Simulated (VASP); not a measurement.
Input of a VASP 6.6.1 run:

The input POSCAR:

```
Rb
1.0
   -2.8677202310      2.8677202310      2.8677202310
    2.8677202310     -2.8677202310      2.8677202310
    2.8677202310      2.8677202310     -2.8677202310
Rb
1
Direct
    0.0000000000      0.0000000000      0.0000000000
```

File INCAR.step1:

```
SYSTEM = Rb
  PREC = Accurate
  ENCUT = 520
  ISMEAR = 0
  SIGMA = 1.0
  LREAL = .FALSE.
  LASPH = .TRUE.
  NELM = 80
  NBANDS = 10
  GGA = PE
  ALGO = Normal
  EDIFF = 1E-4
  LWAVE = .TRUE.
  LCHARG = .FALSE.
```

File INCAR.step2:

```
SYSTEM = Rb
  PREC = Accurate
  ENCUT = 520
  EDIFF = 1E-7
  ISMEAR = 0
  SIGMA = 1.0
  LREAL = .FALSE.
  LASPH = .TRUE.
  NELM = 80
  ALGO = Normal
  ISIF = 2
  LWAVE = .FALSE.
  LCHARG = .FALSE.
  METAGGA = R2SCAN
  LMIXTAU = .TRUE.
  NBANDS = 10
  ISTART = 1
```

The input KPOINTS:

```
regular mesh
0
G
  8 8 8
  0 0 0
```

Potentials or basis: VASP PAW PBE potentials, release 64 (Rb_sv).

Launch:

```bash
$ cat potpaw_PBE.64/Rb_sv/POTCAR > POTCAR
$ cp INCAR.step1 INCAR
$ mpirun -np 1 vasp_std > vasp.out
$ cp INCAR.step2 INCAR
$ mpirun -np 1 vasp_std > vasp.out
```

Problem. What does it give for the pressure?

Solution. 0.1 GPa.

Problem. Estimate the band gap on the k mesh.

Solution. Zero (an odd number of electrons rules out a gap without spin polarisation).

Caveat: so wide a smearing shifts energies and pressures; the PAW data sets were made with another functional, which shifts forces and pressure a little.
